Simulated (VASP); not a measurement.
## Al: single point with PBE

Al:

```xyz
1
Lattice="0.0000 2.2720 1.6063 2.2720 0.0000 1.6063 2.2720 2.2720 0.0000" Properties=species:S:1:pos:R:3 pbc="T T T"
Al    0.0000    0.0000    0.0000
```

This cell differs from its parent crystal: ratio of the length along z to the lengths across it x 0.707, volume and fractional coordinates fixed.

| Quantity | Value |
| --- | --- |
| Program | VASP 6.6.1 |
| Task | single point |
| Functional | PBE |
| Potentials or basis | VASP PAW PBE potentials, release 64 (Al) |
| Cutoff | 520 eV |
| k mesh | 22 × 22 × 22 |
| Occupations | gaussian, width 0.15 eV |
| Spin | no spin polarisation |
| Dipole correction | no |
| Further INCAR settings | ALGO = Fast; EDIFF = 1e-07; NBANDS = 8 |

The pressure is 1.4 GPa.

Levels at points of the mesh, in eV from the Fermi level:
| k point | band 1 | band 2 | band 3 | band 4 | band 5 |
| --- | --- | --- | --- | --- | --- |
| (0.00, 0.00, 0.00) | -11.11 | 13.22 | 13.22 | 13.22 | 14.61 |
| (0.50, 0.00, 0.00) | -4.32 | -3.87 | 8.11 | 8.24 | 9.93 |
| (0.50, 0.50, 0.00) | 1.84 | 1.84 | 1.85 | 2.98 | 2.98 |
| (0.50, 0.00, 0.50) | -4.32 | -3.87 | 8.11 | 8.25 | 9.93 |

Run time: 51 s on 1 thread of Intel(R) Xeon(R) 6975P-C (Granite Rapids) (shared host), peak memory 0.21 GiB.
